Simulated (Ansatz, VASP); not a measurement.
## Two plane-wave programs on ZnCu

File POSCAR:

```
ZnCu
1.0
    2.8892035358      0.0000000000      0.0000000000
    0.0000000000      2.8892035358      0.0000000000
    0.0000000000      0.0000000000      2.8892035358
Zn Cu
1 1
Direct
    0.5000000000      0.5000000000      0.5000000000
    0.0000000000      0.0000000000      0.0000000000
```

INCAR.step1

```
PREC = Accurate
ENCUT = 520
ISMEAR = 0
SIGMA = 0.1
LREAL = False
LASPH = True
NELM = 100
NBANDS = 18
GGA = PE
ALGO = Normal
EDIFF = 1E-4
LWAVE = True
LCHARG = False
```

INCAR.step2

```
PREC = Accurate
ENCUT = 520
EDIFF = 1E-6
ISMEAR = 0
SIGMA = 0.1
LREAL = False
LASPH = True
NELM = 100
ALGO = Normal
ISIF = 2
LWAVE = False
LCHARG = False
METAGGA = R2SCAN
LMIXTAU = True
NBANDS = 18
ISTART = 1
```

File KPOINTS:

```
Automatic mesh
0
Gamma
  14 14 14
```

Input for Ansatz:

```yaml
crystal:
  lattice:
    - [2.8892035358, 0.0, 0.0]
    - [0.0, 2.8892035358, 0.0]
    - [0.0, 0.0, 2.8892035358]
  atoms:
    - { symbol: Zn, position: [0.5, 0.5, 0.5] }
    - { symbol: Cu, position: [0.0, 0.0, 0.0] }
basis:
  ecutwfc: 500
kpoints:
  mp_grid: { grid: [14, 14, 14] }
hamiltonian:
  xc: r2scan
scf:
  occupations: { method: gaussian, width: 0.1 }
output:
  forces: true
  stress: true
  eigenvalues: true
  write_density: true
  write_potential: true
  elf: true
  volumetric_format: npy
```

Alike in both runs: task single point; functional r2SCAN; k mesh 14 × 14 × 14; occupations gaussian, width 0.1 eV; no spin polarisation.

|  | VASP | Ansatz |
| --- | --- | --- |
| version | VASP 6.6.1 | Ansatz 0.2.0 |
| potentials or method | VASP PAW PBE potentials, release 64 (Zn, Cu), cutoff 520 eV | scalar-relativistic, plane waves, PAW |
| valence electrons in the cell | 23 | 31 |

Ansatz gave:

- gap on the k mesh at the Fermi level (eV): none
- pressure (GPa): 4.4

**Question.** What did VASP give for the same quantities?

**Answer.** gap on the k mesh at the Fermi level (eV): none; pressure (GPa): 5.0.

VASP's potentials were made for PBE, not for r2SCAN. A gap of «none» marks a metal or a gap that the smearing closes. VASP's potentials hold 23 valence electrons a cell and Ansatz's 31, so a difference there can come from the potentials and not from the codes.
